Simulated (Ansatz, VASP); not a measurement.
## Sr in VASP and in Ansatz

```
CELL_PARAMETERS angstrom
4.30470 0.00000 0.00000
-2.15235 3.72798 0.00000
0.00000 0.00000 14.06038
ATOMIC_POSITIONS crystal
Sr 0.00000 0.00000 0.00000
Sr 0.00000 0.00000 0.50000
Sr 0.33333 0.66667 0.25000
Sr 0.66667 0.33333 0.75000
```

Alike in both runs: functional BLYP; k mesh 9 × 9 × 3; occupations fermi-dirac, width 0.1 eV; no spin polarisation.

Ansatz relaxed the structure, and its values are those at the end. VASP's run is a single point on that final structure, the one shown.

|  | VASP | Ansatz |
| --- | --- | --- |
| version | VASP 6.6.1 | Ansatz 0.2.0 |
| potentials or method | VASP PAW PBE potentials, release 64 (Sr_sv), cutoff 520 eV | plane waves (420 eV) with PAW, scalar-relativistic |
| valence electrons in the cell | 40 | 40 |

```csv
,VASP,Ansatz,Ansatz less VASP
pressure (GPa),0.0,0.0,0.00
```

VASP's potentials were made for PBE, not for BLYP.
